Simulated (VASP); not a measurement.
# HgTe in VASP: single point with PBEsol

Aim: the single point of HgTe with PBEsol.

All numbers are computed with VASP 6.6.1; they aren't measurements. Logs are shortened: lines on timing, memory, paths and dates and some standing lists are left out, and cuts for length are marked.

## (1) The cell of the first run

The cell holds a slab with vacuum, 8 atoms: a = 4.605 Å, b = 4.605 Å, c = 26.396 Å, α = 90.00°, β = 90.00°, γ = 90.00°.

## (2) Single point, PBEsol

The input, INCAR:

```
ALGO = Normal ; DIPOL = 0.5 0.5 0.500
EDIFF = 1E-7 ; ENCUT = 520
GGA = PS ; IDIPOL = 3
ISIF = 2 ; ISMEAR = 0
LASPH = T ; LCHARG = F
LDIPOL = T ; LREAL = F
LWAVE = F ; NBANDS = 46
NELM = 60 ; PREC = Accurate
SIGMA = 0.1
```

The input, KPOINTS:

```
k-points
0
Gamma
  8 8 1
```

The input, POSCAR:

```
HgTe
1.0
    4.6045184569      0.0000000000      0.0000000000
    0.0000000000      4.6045184569      0.0000000000
    0.0000000000      0.0000000000     26.3956017873
Te Hg
4 4
Direct
    0.0000000000      0.5000000000      0.2868536878
    0.5000000000      0.0000000000      0.4091086680
    0.0000000000      0.5000000000      0.5321879767
    0.5000000000      0.0000000000      0.6558025289
    0.5000000000      0.5000000000      0.3423700395
    0.0000000000      0.0000000000      0.4670561587
    0.5000000000      0.5000000000      0.5909247344
    0.0000000000      0.0000000000      0.7156962059
```

Potentials or basis: VASP PAW PBE potentials, release 64 (Te, Hg).

On the command line:

```console
> cat potpaw_PBE.64/Te/POTCAR potpaw_PBE.64/Hg/POTCAR > POTCAR
> mpirun -np 1 vasp_std > vasp.out
```

OUTCAR:

```text
EDIFF = 1E-7
   ENCUT = 520
   GGA = PS
   ISIF = 2
   ISMEAR = 0
   LASPH = T
   LREAL = F
   NELM = 60
   PREC = Accurate

 ion  position               nearest neighbor table
   1  0.000  0.500  0.287-   5 2.73   5 2.73
   2  0.500  0.000  0.409-   6 2.76   6 2.76   5 2.90   5 2.90
   3  0.000  0.500  0.532-   7 2.78   7 2.78   6 2.87   6 2.87
   4  0.500  0.000  0.656-   8 2.79   8 2.79   7 2.87   7 2.87
   5  0.500  0.500  0.342-   1 2.73   1 2.73   2 2.90   2 2.90
   6  0.000  0.000  0.467-   2 2.76   2 2.76   3 2.87   3 2.87
   7  0.500  0.500  0.591-   3 2.78   3 2.78   4 2.87   4 2.87
   8  0.000  0.000  0.716-   4 2.79   4 2.79

  LATTYP: Found a simple tetragonal cell.
 ALAT       =     4.6045184569
 C/A-ratio  =     5.7325433776

  Lattice vectors:

 A1 = (   4.6045184569,   0.0000000000,   0.0000000000)
 A2 = (   0.0000000000,   4.6045184569,   0.0000000000)
 A3 = (   0.0000000000,   0.0000000000,  26.3956017873)

Analysis of symmetry for initial positions (statically):
=====================================================================
 Subroutine PRICEL returns:
 Original cell was already a primitive cell.

 Routine SETGRP: Setting up the symmetry group for a
 simple tetragonal supercell.

 Subroutine GETGRP returns: Found  4 space group operations
 (whereof  4 operations were pure point group operations)
 out of a pool of 16 trial point group operations.

The static configuration has the point symmetry C_2v.

Analysis of symmetry for dynamics (positions and initial velocities):
=====================================================================
 Subroutine PRICEL returns:
 Original cell was already a primitive cell.

 Routine SETGRP: Setting up the symmetry group for a
 simple tetragonal supercell.

 Subroutine GETGRP returns: Found  4 space group operations
 (whereof  4 operations were pure point group operations)
 out of a pool of 16 trial point group operations.

The dynamic configuration has the point symmetry C_2v.

 Subroutine INISYM returns: Found  4 space group operations
 (whereof  4 operations are pure point group operations),
 and found     1 'primitive' translations

----------------------------------------------------------------------------------------

                                     Primitive cell

  volume of cell :     559.6287

  direct lattice vectors                    reciprocal lattice vectors
     4.604518457  0.000000000  0.000000000     0.217177976  0.000000000  0.000000000
     0.000000000  4.604518457  0.000000000     0.000000000  0.217177976  0.000000000
     0.000000000  0.000000000 26.395601787     0.000000000  0.000000000  0.037885099

  length of vectors
     4.604518457  4.604518457 26.395601787     0.217177976  0.217177976  0.037885099

  position of ions in fractional coordinates (direct lattice)
     0.000000000  0.500000000  0.286853688
     0.500000000  0.000000000  0.409108668
     0.000000000  0.500000000  0.532187977
     0.500000000  0.000000000  0.655802529
     0.500000000  0.500000000  0.342370039
     0.000000000  0.000000000  0.467056159
     0.500000000  0.500000000  0.590924734
     0.000000000  0.000000000  0.715696206

  ion indices of the primitive-cell ions
   primitive index   ion index
                 1           1
                 2           2
                 3           3
                 4           4
                 5           5
                 6           6
                 7           7
                 8           8

----------------------------------------------------------------------------------------

 KPOINTS: k-points

Automatic generation of k-mesh.
 Grid dimensions read from file:
 generate k-points for:    8    8    1

 Generating k-lattice:

  Cartesian coordinates                     Fractional coordinates (reciprocal lattice)
     0.027147247  0.000000000  0.000000000     0.125000000  0.000000000  0.000000000
     0.000000000  0.027147247  0.000000000     0.000000000  0.125000000  0.000000000
     0.000000000  0.000000000  0.037885099     0.000000000  0.000000000  1.000000000

  Length of vectors
     0.027147247  0.027147247  0.037885099

  Shift w.r.t. Gamma in fractional coordinates (k-lattice)
     0.000000000  0.000000000  0.000000000

 Subroutine IBZKPT returns following result:
 ===========================================

 Found     25 irreducible k-points:

 Following reciprocal coordinates:
            Coordinates               Weight
  0.000000  0.000000  0.000000      1.000000
  0.125000  0.000000  0.000000      2.000000
  0.000000  0.125000  0.000000      2.000000
  0.250000  0.000000  0.000000      2.000000
  0.000000  0.250000  0.000000      2.000000
  0.375000  0.000000  0.000000      2.000000
[... 16 lines left out ...]
  0.500000  0.375000  0.000000      2.000000
 -0.375000  0.500000  0.000000      2.000000
   k-points           NKPTS =     25   k-points in BZ     NKDIM =     25   number of bands    NBANDS=     46
   number of dos      NEDOS =    301   number of ions     NIONS =      8
   total plane-waves  NPLWV = 254016
   dimension x,y,z NGX =    36 NGY =   36 NGZ =  196
   dimension x,y,z NGXF=    72 NGYF=   72 NGZF=  392
   ions per type =               4   4
   NGX,Y,Z   is equivalent  to a cutoff of  13.00, 13.00, 12.34 a.u.
   NGXF,Y,Z  is equivalent  to a cutoff of  26.00, 26.00, 24.69 a.u.
 SYSTEM =  unknown system
   PREC   = accura    normal or accurate (medium, high low for compatibility)
   ISTART =      0    job   : 0-new  1-cont  2-samecut
   ICHARG =      2    charge: 1-file 2-atom 10-const
   ISPIN  =      1    spin polarized calculation?
   LNONCOLLINEAR =      F non collinear calculations
   LSORBIT =      F    spin-orbit coupling
   LASPH  =      T    aspherical Exc in radial PAW
   ENCUT  =  520.0 eV  38.22 Ry    6.18 a.u.   8.56  8.56 49.08*2*pi/ulx,y,z
   NELM   =     60;   NELMIN=  2; NELMDL= -5     # of ELM steps
   EDIFF  = 0.1E-06   stopping-criterion for ELM
   LREAL  =      F    real-space projection
   EDIFFG = 0.1E-05   stopping-criterion for IOM
   NSW    =      0    number of steps for IOM
   IBRION =     -1    ionic relax: 0-MD 1-quasi-New 2-CG
   NFREE  =      0    steps in history (QN), initial steepest desc. (CG)
   ISIF   =      2    stress and relaxation
   ISYM   =      2    0-nonsym 1-usesym 2-fastsym
   POTIM  = 0.5000    time-step for ionic-motion
   TEBEG  =    0.0;   TEEND  =   0.0 temperature during run
   PSTRESS=    0.0 pullay stress
   NELECT =      72.0000    total number of electrons
   NUPDOWN=      -1.0000    fix difference up-down
   EMIN   =  10.00;   EMAX   =-10.00  energy-range for DOS
   EFERMI =   0.00;   METHOD = LEGACY
   ISMEAR =     0;   SIGMA  =   0.10  broadening in eV -4-tet -1-fermi 0-gaus
   EFERMI_NEDOS =   21; number of points for ismear=-14 and -15
   IALGO  =     38    algorithm
   IMIX   =      4    mixing-type and parameters
     AMIX     =   0.40;   BMIX     =  1.00
     AMIX_MAG =   1.60;   BMIX_MAG =  1.00
  volume/ion in A,a.u.               =      69.95       472.07
  Fermi-wavevector in a.u.,A,eV,Ry     =   0.826455  1.561773  9.293149  0.683027
  Thomas-Fermi vector in A             =   1.938489
   LORBIT       =      0    0 simple, 1 ext, 2 COOP (PROOUT), +10 PAW based schemes
   GGA     = PS    functional components
   LHFCALC =     F    Hartree Fock is set to
   AEXX    =    0.0000 exact exchange contribution
   IVDW    =     0    specifies the selected vdW correction
   LEPSILON=     F    determine dielectric tensor
   LRPA    =     F    only Hartree local field effects (RPA)
 non-spin polarized calculation
 Gauss-broadening in eV      SIGMA  =   0.10
  energy-cutoff  :      520.00
  volume of cell :      559.63
 maximum number of plane-waves:     15125
 NGX is ok and might be reduce to    36
   NGX = 17   NGY = 17   NGZ = 99

 number of electron      72.0000001 magnetization

 dipolmoment           0.000000      0.000000     -0.169183 electrons x Angstroem

 Free energy of the ion-electron system (eV)
  ---------------------------------------------------
  ext. energy  EPLUGINS =         0.00000000
  ---------------------------------------------------
  free energy    TOTEN  =       -15.28742155 eV

  energy without entropy =      -15.25539602  energy(sigma->0) =      -15.27140878

 E-fermi :  -1.1850     XC(G=0):  -4.8958

 val. band max:       -1.1984156106   @ k =   0.1250   0.1250   0.0000
 cond. band min:      -1.1829785001   @ k =   0.2500   0.0000   0.0000
 fundamental gap:      0.0154371105
 Fermi energy:        -1.1849594938

 k-point     1 :       0.0000    0.0000    0.0000
  band No.  band energies     occupation
      1     -13.1713      2.00000
      2     -12.8075      2.00000
      3     -12.4264      2.00000
      4     -11.6340      2.00000
      5      -8.6268      2.00000
      6      -8.5781      2.00000
[... 38 lines left out ...]
     45       3.0557      0.00000
     46       3.2593      0.00000

 k-point     2 :       0.1250    0.0000    0.0000
  band No.  band energies     occupation
      1     -13.1297      2.00000
      2     -12.7783      2.00000
      3     -12.4013      2.00000
      4     -11.6010      2.00000
      5      -8.6236      2.00000
      6      -8.5398      2.00000
[... 38 lines left out ...]
     45       3.0442      0.00000
     46       3.0788      0.00000

 k-point     3 :       0.0000    0.1250    0.0000
  band No.  band energies     occupation
      1     -13.1340      2.00000
      2     -12.7848      2.00000
      3     -12.4109      2.00000
      4     -11.6266      2.00000
      5      -8.6215      2.00000
      6      -8.5575      2.00000
[... 38 lines left out ...]
     45       3.0333      0.00000
     46       3.3527      0.00000

 k-point     4 :       0.2500    0.0000    0.0000
  band No.  band energies     occupation
      1     -13.0233      2.00000
      2     -12.7084      2.00000
      3     -12.3405      2.00000
      4     -11.5193      2.00000
      5      -8.5866      2.00000
      6      -8.5007      2.00000
[... 920 lines left out ...]
     45       3.7348      0.00000
     46       3.8676      0.00000

 k-point    23 :       0.5000    0.3750    0.0000
  band No.  band energies     occupation
      1     -12.7023      2.00000
      2     -12.4718      2.00000
      3     -12.1148      2.00000
      4     -11.3150      2.00000
      5      -8.4193      2.00000
      6      -8.4117      2.00000
[... 38 lines left out ...]
     45       4.0586      0.00000
     46       4.1416      0.00000

 k-point    24 :      -0.3750    0.5000    0.0000
  band No.  band energies     occupation
      1     -12.7066      2.00000
      2     -12.4795      2.00000
      3     -12.1251      2.00000
      4     -11.3441      2.00000
      5      -8.4476      2.00000
      6      -8.4166      2.00000
[... 38 lines left out ...]
     45       3.6823      0.00000
     46       3.8411      0.00000

 [... further k-points ...]

------------------------ aborting loop because EDIFF is reached ----------------------------------------

 vacuum level on the upper side and lower side of the slab       (xc-potential included)        -0.843         0.573

  FORCE on cell =-STRESS in cart. coord.  units (eV):
  Direction    XX          YY          ZZ          XY          YZ          ZX
  --------------------------------------------------------------------------------------
  -------------------------------------------------------------------------------------
  Total        1.3715938     -1.7144942      0.1808535      0.0000000      0.0000000      0.0000000
  in kB        3.9267757     -4.9084752      0.5177708      0.0000000      0.0000000      0.0000000
  external PRESSURE =      -0.1546429 kB  Pullay stress =       0.0000000 kB

 VOLUME and BASIS-vectors are now :
 -----------------------------------------------------------------------------
  energy-cutoff  :      520.00
  volume of cell :      559.63
      direct lattice vectors                 reciprocal lattice vectors
     4.604518457  0.000000000  0.000000000     0.217177976  0.000000000  0.000000000
     0.000000000  4.604518457  0.000000000     0.000000000  0.217177976  0.000000000
     0.000000000  0.000000000 26.395601787     0.000000000  0.000000000  0.037885099

 POSITION                                       TOTAL-FORCE (eV/Angst)
 -----------------------------------------------------------------------------------
      0.00000      2.30226      7.57168         0.000000      0.000000     -0.034027
      2.30226      0.00000     10.79867         0.000000      0.000000     -0.012036
      0.00000      2.30226     14.04742         0.000000      0.000000     -0.003616
      2.30226      0.00000     17.31030         0.000000      0.000000     -0.008777
      2.30226      2.30226      9.03706         0.000000      0.000000      0.019199
      0.00000      0.00000     12.32823         0.000000      0.000000      0.010861
      2.30226      2.30226     15.59781         0.000000      0.000000      0.001713
      0.00000      0.00000     18.89123         0.000000      0.000000      0.026684
 -----------------------------------------------------------------------------------
    total drift:                                0.000000      0.000000     -0.000076

  FREE ENERGIE OF THE ION-ELECTRON SYSTEM (eV)
  ---------------------------------------------------
  free  energy   TOTEN  =       -15.2874215481 eV

  energy  without entropy=      -15.2553960195  energy(sigma->0) =      -15.27140878

 vacuum level on the upper side and lower side of the slab         2.926         4.371
```

It took 13 min on 1 thread of Intel Xeon 6975P-C (Granite Rapids), shared host; peak memory 0.87 GiB.

Results:

```yaml
Free_energy: -15.2874 eV
Largest_force: 0.034 eV/Å
Band_gap_on_the_k_mesh: zero (bands 36 and 37 overlap by 0.37 eV)
```

Forces on the atoms (eV/Å):
```
Te   0.000  0.000 -0.034
Te   0.000  0.000 -0.012
Te   0.000  0.000 -0.004
Te   0.000  0.000 -0.009
Hg   0.000  0.000  0.019
Hg   0.000  0.000  0.011
Hg   0.000  0.000  0.002
Hg   0.000  0.000  0.027
```

Levels at points of the mesh, in eV from the Fermi level:
```tsv
k point	band 34	band 35	band 36	band 37	band 38	band 39
(0.00, 0.00, 0.00)	-0.65	-0.02	0.26	0.30	1.18	1.68
(0.50, 0.00, 0.00)	-0.98	-0.61	-0.21	0.33	1.02	1.59
(0.00, 0.50, 0.00)	-0.86	-0.57	-0.37	-0.04	0.73	1.59
(0.50, 0.50, 0.00)	-1.85	-1.02	-0.84	0.04	1.56	2.04
```

Caveat: the PAW data sets were made with another functional, which shifts forces and pressure a little; spin-orbit coupling is left out, which moves the levels of the heavy elements.
